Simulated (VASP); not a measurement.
# Al16Cu in VASP: further runs

Runs on Al16Cu. Level: PBE+D3(BJ). Tasks: single point.

All numbers are computed with VASP 6.6.1; they aren't measurements. Logs are shortened: lines on timing, memory, paths and dates and some standing lists are left out, and cuts for length are marked.

**1. The cell of the first run**

The cell holds a slab with vacuum, 17 atoms: a = 5.632 Å, b = 7.965 Å, c = 21.229 Å, α = 90.00°, β = 90.00°, γ = 90.00°.

**2. Single point, PBE+D3(BJ)**

The input, INCAR:

```
ALGO = Normal
DIPOL = 0.5 0.5 0.303
EDIFF = 1E-6
ENCUT = 520
GGA = PE
IDIPOL = 3
ISIF = 2
ISMEAR = 0
IVDW = 12
LASPH = T
LCHARG = F
LDIPOL = T
LREAL = Auto
LWAVE = F
NBANDS = 44
NELM = 80
PREC = Accurate
SIGMA = 0.1
```

The input, KPOINTS:

```
k-points
0
Gamma
  5 4 1
```

The input, POSCAR:

```
Al16Cu
1.0
    5.6324246412      0.0000000000      0.0000000000
    0.0000000000      7.9654513166      0.0000000000
    0.0000000000      0.0000000000     21.2293510975
Al Cu
16 1
Direct
    0.2500000000      0.2500000000      0.1884183827
    0.2500000000      0.7500000000      0.1884183827
    0.7500000000      0.2500000000      0.1884183827
    0.7500000000      0.7500000000      0.1884183827
    0.0000000000      0.0000000000      0.2547466541
    0.0000000000      0.5000000000      0.2547466541
    0.5000000000      0.0000000000      0.2547466541
    0.5000000000      0.5000000000      0.2547466541
    0.2500000000      0.2500000000      0.3240951258
    0.2500000000      0.7500000000      0.3240951258
    0.7500000000      0.2500000000      0.3240951258
    0.7500000000      0.7500000000      0.3240951258
    0.0000000000      0.0000000000      0.3876402562
    0.0000000000      0.5000000000      0.3876402562
    0.5000000000      0.0000000000      0.3876402562
    0.5000000000      0.5000000000      0.3876402562
    0.0000000000      0.1875000000      0.5289540432
```

Potentials or basis: VASP PAW PBE potentials, release 64 (Al, Cu).

The run is started by

```console
$ cat potpaw_PBE.64/Al/POTCAR potpaw_PBE.64/Cu/POTCAR > POTCAR
$ mpirun -np 1 vasp_std > vasp.out
```

OUTCAR:

```text
EDIFF = 1E-6
   ENCUT = 520
   GGA = PE
   ISIF = 2
   ISMEAR = 0
   IVDW = 12
   LASPH = T
   LREAL = Auto
   NELM = 80
   PREC = Accurate
 IVDW          = 12

 ion  position               nearest neighbor table
   1  0.250  0.250  0.188-   3 2.82   3 2.82   6 2.82   7 2.82   8 2.82   5 2.82   9 2.88
   2  0.250  0.750  0.188-   4 2.82   4 2.82   6 2.82   7 2.82   8 2.82   5 2.82  10 2.88
   3  0.750  0.250  0.188-   1 2.82   1 2.82   6 2.82   7 2.82   8 2.82   5 2.82  11 2.88
   4  0.750  0.750  0.188-   2 2.82   2 2.82   6 2.82   7 2.82   8 2.82   5 2.82  12 2.88
   5  0.000  0.000  0.255-   7 2.82   7 2.82   3 2.82   4 2.82   1 2.82   2 2.82  13 2.82  11 2.85
                            12 2.85   9 2.85  10 2.85
   6  0.000  0.500  0.255-   8 2.82   8 2.82   3 2.82   4 2.82   1 2.82   2 2.82  14 2.82  11 2.85
                            12 2.85   9 2.85  10 2.85
   7  0.500  0.000  0.255-   5 2.82   5 2.82   3 2.82   4 2.82   1 2.82   2 2.82  15 2.82  11 2.85
                            12 2.85   9 2.85  10 2.85
   8  0.500  0.500  0.255-   6 2.82   6 2.82   3 2.82   4 2.82   1 2.82   2 2.82  16 2.82  11 2.85
                            12 2.85   9 2.85  10 2.85
   9  0.250  0.250  0.324-  13 2.79  14 2.79  15 2.79  16 2.79  11 2.82  11 2.82   7 2.85   8 2.85
                             5 2.85   6 2.85   1 2.88
  10  0.250  0.750  0.324-  13 2.79  14 2.79  15 2.79  16 2.79  12 2.82  12 2.82   7 2.85   8 2.85
                             5 2.85   6 2.85   2 2.88
  11  0.750  0.250  0.324-  13 2.79  14 2.79  15 2.79  16 2.79   9 2.82   9 2.82   7 2.85   8 2.85
                             5 2.85   6 2.85   3 2.88
  12  0.750  0.750  0.324-  13 2.79  14 2.79  15 2.79  16 2.79  10 2.82  10 2.82   7 2.85   8 2.85
                             5 2.85   6 2.85   4 2.88
  13  0.000  0.000  0.388-   9 2.79  10 2.79  11 2.79  12 2.79  15 2.82  15 2.82   5 2.82
  14  0.000  0.500  0.388-   9 2.79  10 2.79  11 2.79  12 2.79  16 2.82  16 2.82   6 2.82
  15  0.500  0.000  0.388-   9 2.79  10 2.79  11 2.79  12 2.79  13 2.82  13 2.82   7 2.82
  16  0.500  0.500  0.388-   9 2.79  10 2.79  11 2.79  12 2.79  14 2.82  14 2.82   8 2.82
  17  0.000  0.188  0.529-

  LATTYP: Found a simple orthorhombic cell.
 ALAT       =     5.6324246412
 B/A-ratio  =     1.4142135624
 C/A-ratio  =     3.7691318482

  Lattice vectors:

 A1 = (   5.6324246412,   0.0000000000,   0.0000000000)
 A2 = (   0.0000000000,   7.9654513166,   0.0000000000)
 A3 = (   0.0000000000,   0.0000000000,  21.2293510975)

Analysis of symmetry for initial positions (statically):
=====================================================================
 Subroutine PRICEL returns:
 Original cell was already a primitive cell.

 Routine SETGRP: Setting up the symmetry group for a
 simple orthorhombic supercell.

 Subroutine GETGRP returns: Found  2 space group operations
 (whereof  2 operations were pure point group operations)
 out of a pool of  8 trial point group operations.

The static configuration has the point symmetry C_1h.

Analysis of symmetry for dynamics (positions and initial velocities):
=====================================================================
 Subroutine PRICEL returns:
 Original cell was already a primitive cell.

 Routine SETGRP: Setting up the symmetry group for a
 simple orthorhombic supercell.

 Subroutine GETGRP returns: Found  2 space group operations
 (whereof  2 operations were pure point group operations)
 out of a pool of  8 trial point group operations.

The dynamic configuration has the point symmetry C_1h.

 Subroutine INISYM returns: Found  2 space group operations
 (whereof  2 operations are pure point group operations),
 and found     1 'primitive' translations

----------------------------------------------------------------------------------------

                                     Primitive cell

  volume of cell :     952.4507

  direct lattice vectors                    reciprocal lattice vectors
     5.632424641  0.000000000  0.000000000     0.177543432  0.000000000  0.000000000
     0.000000000  7.965451317  0.000000000     0.000000000  0.125542165  0.000000000
     0.000000000  0.000000000 21.229351098     0.000000000  0.000000000  0.047104596

  length of vectors
     5.632424641  7.965451317 21.229351098     0.177543432  0.125542165  0.047104596

  position of ions in fractional coordinates (direct lattice)
     0.250000000  0.250000000  0.188418383
     0.250000000  0.750000000  0.188418383
     0.750000000  0.250000000  0.188418383
     0.750000000  0.750000000  0.188418383
     0.000000000  0.000000000  0.254746654
     0.000000000  0.500000000  0.254746654
[... 9 lines left out ...]
     0.500000000  0.500000000  0.387640256
     0.000000000  0.187500000  0.528954043

  ion indices of the primitive-cell ions
   primitive index   ion index
                 1           1
                 2           2
                 3           3
                 4           4
                 5           5
                 6           6
[... 9 lines left out ...]
                16          16
                17          17

----------------------------------------------------------------------------------------

 KPOINTS: k-points

Automatic generation of k-mesh.
 Grid dimensions read from file:
 generate k-points for:    5    4    1

 Generating k-lattice:

  Cartesian coordinates                     Fractional coordinates (reciprocal lattice)
     0.035508686  0.000000000  0.000000000     0.200000000  0.000000000  0.000000000
     0.000000000  0.031385541  0.000000000     0.000000000  0.250000000  0.000000000
     0.000000000  0.000000000  0.047104596     0.000000000  0.000000000  1.000000000

  Length of vectors
     0.035508686  0.031385541  0.047104596

  Shift w.r.t. Gamma in fractional coordinates (k-lattice)
     0.000000000  0.000000000  0.000000000

 Subroutine IBZKPT returns following result:
 ===========================================

 Found      9 irreducible k-points:

 Following reciprocal coordinates:
            Coordinates               Weight
  0.000000  0.000000  0.000000      1.000000
  0.200000  0.000000  0.000000      2.000000
  0.400000  0.000000  0.000000      2.000000
  0.000000  0.250000  0.000000      2.000000
  0.200000  0.250000  0.000000      4.000000
  0.400000  0.250000  0.000000      4.000000
  0.000000  0.500000  0.000000      1.000000
  0.200000  0.500000  0.000000      2.000000
  0.400000  0.500000  0.000000      2.000000
   k-points           NKPTS =      9   k-points in BZ     NKDIM =      9   number of bands    NBANDS=     44
   number of dos      NEDOS =    301   number of ions     NIONS =     17
   total plane-waves  NPLWV = 403200
   dimension x,y,z NGX =    42 NGY =   60 NGZ =  160
   dimension x,y,z NGXF=    84 NGYF=  120 NGZF=  320
   ions per type =              16   1
   NGX,Y,Z   is equivalent  to a cutoff of  12.40, 12.52, 12.53 a.u.
   NGXF,Y,Z  is equivalent  to a cutoff of  24.79, 25.05, 25.06 a.u.
 SYSTEM =  unknown system
   PREC   = accura    normal or accurate (medium, high low for compatibility)
   ISTART =      0    job   : 0-new  1-cont  2-samecut
   ICHARG =      2    charge: 1-file 2-atom 10-const
   ISPIN  =      1    spin polarized calculation?
   LNONCOLLINEAR =      F non collinear calculations
   LSORBIT =      F    spin-orbit coupling
   LASPH  =      T    aspherical Exc in radial PAW
   ENCUT  =  520.0 eV  38.22 Ry    6.18 a.u.  10.47 14.81 39.47*2*pi/ulx,y,z
   NELM   =     80;   NELMIN=  2; NELMDL= -5     # of ELM steps
   EDIFF  = 0.1E-05   stopping-criterion for ELM
   LREAL  =      T    real-space projection
   EDIFFG = 0.1E-04   stopping-criterion for IOM
   NSW    =      0    number of steps for IOM
   IBRION =     -1    ionic relax: 0-MD 1-quasi-New 2-CG
   NFREE  =      0    steps in history (QN), initial steepest desc. (CG)
   ISIF   =      2    stress and relaxation
   ISYM   =      2    0-nonsym 1-usesym 2-fastsym
   POTIM  = 0.5000    time-step for ionic-motion
   TEBEG  =    0.0;   TEEND  =   0.0 temperature during run
   PSTRESS=    0.0 pullay stress
   NELECT =      59.0000    total number of electrons
   NUPDOWN=      -1.0000    fix difference up-down
   EMIN   =  10.00;   EMAX   =-10.00  energy-range for DOS
   EFERMI =   0.00;   METHOD = LEGACY
   ISMEAR =     0;   SIGMA  =   0.10  broadening in eV -4-tet -1-fermi 0-gaus
   EFERMI_NEDOS =   21; number of points for ismear=-14 and -15
   IALGO  =     38    algorithm
   IMIX   =      4    mixing-type and parameters
     AMIX     =   0.40;   BMIX     =  1.00
     AMIX_MAG =   1.60;   BMIX_MAG =  1.00
  volume/ion in A,a.u.               =      56.03       378.09
  Fermi-wavevector in a.u.,A,eV,Ry     =   0.647756  1.224081  5.708836  0.419588
  Thomas-Fermi vector in A             =   1.716167
   LORBIT       =      0    0 simple, 1 ext, 2 COOP (PROOUT), +10 PAW based schemes
   GGA     = PE    functional components
   LHFCALC =     F    Hartree Fock is set to
   AEXX    =    0.0000 exact exchange contribution
   IVDW    =    12    specifies the selected vdW correction
   LEPSILON=     F    determine dielectric tensor
   LRPA    =     F    only Hartree local field effects (RPA)
 non-spin polarized calculation
 Gauss-broadening in eV      SIGMA  =   0.10
  energy-cutoff  :      520.00
  volume of cell :      952.45
 maximum number of plane-waves:     25710
 NGX is ok and might be reduce to    42
   NGX = 21   NGY = 29   NGZ = 79

 dipolmoment           0.000000      0.000000     -0.002519 electrons x Angstroem

 number of electron      58.9999994 magnetization

 dipolmoment           0.000000      0.000000      0.073040 electrons x Angstroem

 Free energy of the ion-electron system (eV)
  ---------------------------------------------------
  ext. energy  EPLUGINS =         0.00000000
  ---------------------------------------------------
  free energy    TOTEN  =       -55.82936487 eV

  energy without entropy =      -55.76941201  energy(sigma->0) =      -55.79938844

 E-fermi :  -0.6159     XC(G=0):  -4.1319

 val. band max:       -0.6298060863   @ k =   0.2000   0.2500   0.0000
 cond. band min:      -0.6146102051   @ k =   0.0000   0.2500   0.0000
 fundamental gap:      0.0151958811
 Fermi energy:        -0.6159281267

 k-point     1 :       0.0000    0.0000    0.0000
  band No.  band energies     occupation
      1     -11.0685      2.00000
      2      -8.8151      2.00000
      3      -8.7629      2.00000
      4      -8.6188      2.00000
      5      -6.5283      2.00000
      6      -6.4949      2.00000
[... 33 lines left out ...]
     40       1.4402      0.00000
     41       1.5108      0.00000

 k-point     2 :       0.2000    0.0000    0.0000
  band No.  band energies     occupation
      1     -10.8828      2.00000
      2      -8.6326      2.00000
      3      -8.5802      2.00000
      4      -8.4349      2.00000
      5      -8.1286      2.00000
      6      -6.2015      2.00000
[... 33 lines left out ...]
     40       1.3909      0.00000
     41       1.8281      0.00000

 k-point     3 :       0.4000    0.0000    0.0000
  band No.  band energies     occupation
      1     -10.3271      2.00000
      2      -9.4061      2.00000
      3      -8.0864      2.00000
      4      -8.0338      2.00000
      5      -7.8848      2.00000
      6      -7.1809      2.00000
[... 214 lines left out ...]
      1     -10.3092      2.00000
      2     -10.3051      2.00000
      3      -7.8943      2.00000
      4      -7.8897      2.00000
      5      -7.5670      2.00000
      6      -7.5627      2.00000
[... 33 lines left out ...]
     40       1.5754      0.00000
     41       1.5885      0.00000

 k-point     9 :       0.4000    0.5000    0.0000
  band No.  band energies     occupation
      1      -9.7558      2.00000
      2      -9.7518      2.00000
      3      -8.8388      2.00000
      4      -8.8344      2.00000
      5      -7.3464      2.00000
      6      -7.3418      2.00000
[... 33 lines left out ...]
     40       1.8945      0.00000
     41       1.9982      0.00000
 [bands above 41 left out]

------------------------ aborting loop because EDIFF is reached ----------------------------------------

 vacuum level on the upper side and lower side of the slab       (xc-potential included)        -0.006        -0.251

 Edisp (eV)   -3.57846

 E8    (eV) :    -1.6730

  FORCE on cell =-STRESS in cart. coord.  units (eV):
  Direction    XX          YY          ZZ          XY          YZ          ZX
  --------------------------------------------------------------------------------------
  -------------------------------------------------------------------------------------
  Total     -11.73187    -4.16096    -4.52808     0.00000    -0.43405     0.00000
  in kB     -19.73491    -6.99942    -7.61697     0.00000    -0.73014     0.00000
  external pressure =      -11.45 kB  Pullay stress =        0.00 kB

 VOLUME and BASIS-vectors are now :
 -----------------------------------------------------------------------------
  energy-cutoff  :      520.00
  volume of cell :      952.45
      direct lattice vectors                 reciprocal lattice vectors
     5.632424641  0.000000000  0.000000000     0.177543432  0.000000000  0.000000000
     0.000000000  7.965451317  0.000000000     0.000000000  0.125542165  0.000000000
     0.000000000  0.000000000 21.229351098     0.000000000  0.000000000  0.047104596

 POSITION                                       TOTAL-FORCE (eV/Angst)
 -----------------------------------------------------------------------------------
      1.40811      1.99136      4.00000        -0.041636     -0.005096      0.173876
      1.40811      5.97409      4.00000         0.052874     -0.005849      0.142423
      4.22432      1.99136      4.00000         0.041636     -0.005096      0.173876
      4.22432      5.97409      4.00000        -0.052874     -0.005849      0.142423
      0.00000      0.00000      5.40811         0.000000      0.015975     -0.154241
      0.00000      3.98273      5.40811         0.000000     -0.010571     -0.120727
[... 9 lines left out ...]
      2.81621      3.98273      8.22935         0.000000      0.004554     -0.006946
      0.00000      1.49352     11.22935         0.000000     -0.161255     -1.081656
 -----------------------------------------------------------------------------------
    total drift:                               -0.000000      0.000128     -0.003761

  FREE ENERGIE OF THE ION-ELECTRON SYSTEM (eV)
  ---------------------------------------------------
  free  energy   TOTEN  =       -59.4078200412 eV

  energy  without entropy=      -59.3478671771  energy(sigma->0) =      -59.37784361

 vacuum level on the upper side and lower side of the slab         3.585         3.333
```

Wall time 11 min (1 thread of Intel Xeon 6975P-C (Granite Rapids), shared host); peak memory 0.87 GiB.

Results:

```yaml
Free_energy: -59.4078 eV
Largest_force: 1.094 eV/Å
Band_gap_on_the_k_mesh: zero (an odd number of electrons rules out a gap without spin polarisation)
Dispersion_energy_per_atom: -0.210 eV
```

Forces on the atoms (eV/Å):
```
Al  -0.042 -0.005  0.174
Al   0.053 -0.006  0.142
Al   0.042 -0.005  0.174
Al  -0.053 -0.006  0.142
Al   0.000  0.016 -0.154
Al   0.000 -0.011 -0.121
Al   0.000 -0.042 -0.091
Al   0.000  0.038 -0.082
Al   0.026 -0.012 -0.066
Al   0.058  0.026 -0.015
Al  -0.026 -0.012 -0.066
Al  -0.058  0.026 -0.015
Al   0.000  0.361  0.778
Al   0.000 -0.202  0.282
Al   0.000 -0.011  0.005
Al   0.000  0.005 -0.007
Cu   0.000 -0.161 -1.082
```

**3. Single point, PBE+D3(BJ)**

The input, INCAR:

```
ALGO = Normal ; DIPOL = 0.5 0.5 0.303
EDIFF = 1E-7 ; ENCUT = 520
GGA = PE ; IDIPOL = 3
ISIF = 2 ; ISMEAR = 0
IVDW = 12 ; LASPH = T
LCHARG = F ; LDIPOL = T
LREAL = Auto ; LWAVE = F
NBANDS = 44 ; NELM = 60
PREC = Accurate ; SIGMA = 0.1
```

KPOINTS is that of step 2.

POSCAR, as its differences from that of step 2:

```diff
@@ -24,2 +24,2 @@
     0.5000000000      0.5000000000      0.3876402562
-    0.0000000000      0.1875000000      0.5289540432
+    0.0833333333      0.2500000000      0.5289540432
```

Potentials or basis: VASP PAW PBE potentials, release 64 (Al, Cu).

The run is started by

```console
$ cat potpaw_PBE.64/Al/POTCAR potpaw_PBE.64/Cu/POTCAR > POTCAR
$ mpirun -np 1 vasp_std > vasp.out
```

Wall time 11 min (1 thread of Intel Xeon 6975P-C (Granite Rapids), shared host); peak memory 0.87 GiB.

Results (log left out):

```yaml
Free_energy: -59.3478 eV
Largest_force: 1.019 eV/Å
Band_gap_on_the_k_mesh: zero (an odd number of electrons rules out a gap without spin polarisation)
Dispersion_energy_per_atom: -0.211 eV
```

Forces on the atoms (eV/Å):
```
Al  -0.040  0.000  0.171
Al   0.050  0.000  0.145
Al   0.044  0.000  0.173
Al  -0.050  0.000  0.133
Al  -0.032  0.011 -0.137
Al  -0.032 -0.011 -0.137
Al   0.031 -0.042 -0.089
Al   0.031  0.042 -0.089
Al   0.027  0.000 -0.075
Al   0.058  0.000  0.014
Al  -0.012  0.000 -0.054
Al  -0.048  0.000 -0.040
Al   0.028  0.283  0.477
Al   0.028 -0.283  0.477
Al  -0.007  0.004  0.024
Al  -0.007 -0.004  0.024
Cu  -0.068  0.000 -1.017
```

Levels at points of the mesh, in eV from the Fermi level:
| k point | band 26 | band 27 | band 28 | band 29 | band 30 | band 31 | band 32 | band 33 | band 34 | band 35 |
| --- | --- | --- | --- | --- | --- | --- | --- | --- | --- | --- |
| (0.00, 0.00, 0.00) | -0.70 | -0.69 | -0.65 | -0.54 | -0.27 | -0.14 | 0.08 | 0.20 | 1.15 | 1.20 |
| (0.00, 0.50, 0.00) | -0.72 | -0.72 | -0.71 | -0.70 | -0.17 | 0.27 | 0.28 | 0.31 | 0.39 | 1.14 |
